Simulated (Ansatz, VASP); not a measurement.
## One calculation of SiC, two programs

The input INCAR:

```
PREC     = Accurate       # precision mode
ENCUT    = 600            # plane-wave cutoff, eV
EDIFF    = 1E-6           # SCF threshold, eV
ISMEAR   = 0              # smearing method
SIGMA    = 0.1            # smearing width, eV
LREAL    = F              # projectors in reciprocal space
LASPH    = T              # aspherical terms in the spheres
NELM     = 120            # most SCF steps
ALGO     = Normal         # electronic algorithm
ISIF     = 2              # what is computed and relaxed
LWAVE    = F              # write WAVECAR
LCHARG   = T              # write CHGCAR
GGA      = PS             # functional
LELF     = T              # ELF
LVHAR    = T            
NBANDS   = 11             # bands
GGA_COMPAT= F
```

KPOINTS

```
Automatic mesh
0
Gamma
  8 8 8
```

POSCAR

```
SiC
1.0
    0.0000000000      2.0881007700      2.0881007700
    2.0881007700      0.0000000000      2.0881007700
    2.0881007700      2.0881007700      0.0000000000
C Si
1 1
Direct
    0.0000000000      0.0000000000      0.0000000000
    0.5000000000      0.5000000000      0.5000000000
```

Input for Ansatz:

```yaml
crystal:
  lattice:
    - [0.0, 2.08810077, 2.08810077]
    - [2.08810077, 0.0, 2.08810077]
    - [2.08810077, 2.08810077, 0.0]
  atoms:
    - { symbol: C, position: [0.0, 0.0, 0.0] }
    - { symbol: Si, position: [0.5, 0.5, 0.5] }
basis:
  ecutwfc: 420
kpoints:
  mp_grid: { grid: [8, 8, 8] }
hamiltonian:
  xc: pbesol
scf:
  occupations: { method: gaussian, width: 0.1 }
output:
  forces: true
  stress: true
  eigenvalues: true
```

Alike in both runs: task single point; functional PBEsol; k mesh 8 × 8 × 8; occupations gaussian, width 0.1 eV; no spin polarisation.

|  | VASP | Ansatz |
| --- | --- | --- |
| version | VASP 6.6.1 | Ansatz 0.2.0 |
| potentials or method | VASP PAW PBE potentials, release 64 (C, Si), cutoff 600 eV | scalar-relativistic, plane waves, PAW |
| valence electrons in the cell | 8 | 8 |

|  | VASP | Ansatz | Ansatz less VASP |
| --- | --- | --- | --- |
| gap on the k mesh at the Fermi level (eV) | none | none | - |
| pressure (GPa) | -20.0 | -20.3 | -0.30 |

VASP's potentials were made for PBE, not for PBEsol. A gap of «none» marks a metal or a gap that the smearing closes. The functional is the same, so the differences come from potentials, cutoffs and numerics.
